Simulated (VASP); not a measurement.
## Zn4HO4 (a cell with a defect): single point with PBEsol

The system is Zn4HO4 (a cell with a defect).

```
Zn O H
1.0
     5.51481    0.00000    0.00000
     0.00000    5.51481    0.00000
     0.00000    0.00000    3.24301
Zn O H
4 4 1
Direct
  0.18207 0.18207 0.50000
  0.81793 0.81793 0.50000
  0.68207 0.31793 0.00000
  0.31793 0.68207 0.00000
  0.81800 0.18200 0.50000
  0.18200 0.81800 0.50000
  0.68200 0.68200 0.00000
  0.31800 0.31800 0.00000
  0.00004 0.08200 0.00000
```

```yaml
Program: VASP 6.6.1
Task: single point
Functional: PBEsol
Potentials_or_basis: VASP PAW PBE potentials, release 64 (Zn, O_h, H_h)
Cutoff: 1000 eV
k_mesh: 4 × 4 × 8
Occupations: gaussian, width 0.05 eV
Spin: no spin polarisation
```

The pressure is 4.7 GPa, the largest force is 0.502 eV/Å and the band gap on the k mesh is zero (an odd number of electrons rules out a gap without spin polarisation).

Forces on the atoms (eV/Å):
```
Zn   0.122 -0.114  0.000
Zn   0.073 -0.128  0.000
Zn  -0.063  0.165  0.000
Zn  -0.052  0.157  0.000
O   -0.474  0.167  0.000
O    0.250 -0.411  0.000
O   -0.079 -0.149  0.000
O    0.408  0.229  0.000
H   -0.185  0.085  0.000
```

Stress tensor (GPa, compression positive):
```
 4.25 -0.11  0.00
-0.11  3.84  0.00
 0.00  0.00  6.11
```

Levels at points of the mesh, in eV from the Fermi level:
| k point | band 34 | band 35 | band 36 | band 37 | band 38 | band 39 |
| --- | --- | --- | --- | --- | --- | --- |
| (0.00, 0.00, 0.00) | -1.86 | -1.55 | -1.52 | -1.36 | 1.82 | 3.69 |
| (0.50, 0.00, 0.00) | -1.87 | -1.83 | -1.77 | -0.68 | 1.70 | 3.19 |
| (0.00, 0.50, 0.00) | -1.99 | -1.75 | -1.66 | -0.77 | 1.74 | 3.32 |
| (0.50, 0.50, 0.00) | -2.18 | -2.16 | -2.15 | -0.73 | 2.82 | 3.11 |
| (0.00, 0.00, 0.50) | -3.19 | -2.73 | -2.71 | 0.49 | 4.32 | 4.56 |
| (0.50, 0.00, 0.50) | -2.96 | -2.44 | -2.43 | 0.36 | 4.36 | 4.43 |
| (0.00, 0.50, 0.50) | -2.94 | -2.45 | -2.44 | 0.54 | 4.38 | 4.39 |
| (0.50, 0.50, 0.50) | -2.81 | -2.65 | -2.64 | -0.15 | 3.93 | 4.00 |

It took 6.6 min on 1 thread of AMD EPYC 9R45 96-Core Processor (Zen 5), on a shared host, peak memory 0.64 GiB.

Caveat: the PAW data sets were made with another functional, which shifts forces and pressure a little; an odd number of electrons without spin polarisation forces a metal; a magnetic or distorted state may lie lower.
